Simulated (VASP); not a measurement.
Write the native input for VASP 6.6.1 that does the following.

```
Task                   : single point
Functional             : PBE
Potentials or basis    : VASP PAW PBE potentials, release 64 (W_sv, Sr_sv, O, Ir)
Cutoff                 : 520 eV
k mesh                 : 3 × 3 × 3, shifted
Occupations            : fermi-dirac, width 0.1 eV
Spin                   : no spin polarisation
Dipole correction      : no
Further INCAR settings : ALGO = Normal; EDIFF = 1e-06; NBANDS = 50
```

The structure of Sr2IrWO6 lies in POSCAR:

```
Sr2IrWO6
1.0
    0.1281410000      4.1341980000      4.0598870000
    4.2014580000      0.0669270000      4.1211010000
    4.1817350000      4.1756900000      0.0866490000
W Sr O Ir
1 2 6 1
Direct
    0.9821351673      0.9811413271      0.0170769166
    0.2110670606      0.3127858726      0.1928517586
    0.7915413025      0.7572568628      0.6955503402
    0.7879466257      0.1980044232      0.2283986105
    0.2465102080      0.7698365698      0.1531483752
    0.2270796105      0.7442472012      0.7440427082
    0.7359089893      0.2407279382      0.7871356182
    0.2101860794      0.2365947163      0.7441233799
    0.7367601739      0.7357881843      0.2688493320
    0.4864090098      0.4894834357      0.4659685433
```

These files were run (other wordings do the same):

INCAR

```
SYSTEM = Sr2IrWO6
ALGO = Normal
EDIFF = 1E-6
ENCUT = 520
GGA = PE
ISIF = 2
ISMEAR = -1
LASPH = .True.
LCHARG = .False.
LREAL = .False.
LWAVE = .False.
NBANDS = 50
NELM = 100
PREC = Accurate
SIGMA = 0.1
```

KPOINTS

```
Automatic mesh
0
Gamma
  3 3 3
  0.5 0.5 0.5
```

Potentials or basis: VASP PAW PBE potentials, release 64 (W_sv, Sr_sv, O, Ir).

Command:

```sh
$ cat potpaw_PBE.64/W_sv/POTCAR potpaw_PBE.64/Sr_sv/POTCAR potpaw_PBE.64/O/POTCAR potpaw_PBE.64/Ir/POTCAR > POTCAR
$ mpirun -np 1 vasp_std > vasp.out
```

Results of the run:

```yaml
Pressure: 5.5 GPa
Largest_force: 10.259 eV/Å
```

Caveat: the k points lie up to 0.45 Å⁻¹ apart; an odd number of electrons without spin polarisation forces a metal; a magnetic or distorted state may lie lower.

Run time: 2.3 min on 1 thread of Intel(R) Xeon(R) Platinum 8488C (Sapphire Rapids), on a shared host, peak memory 0.38 GiB.
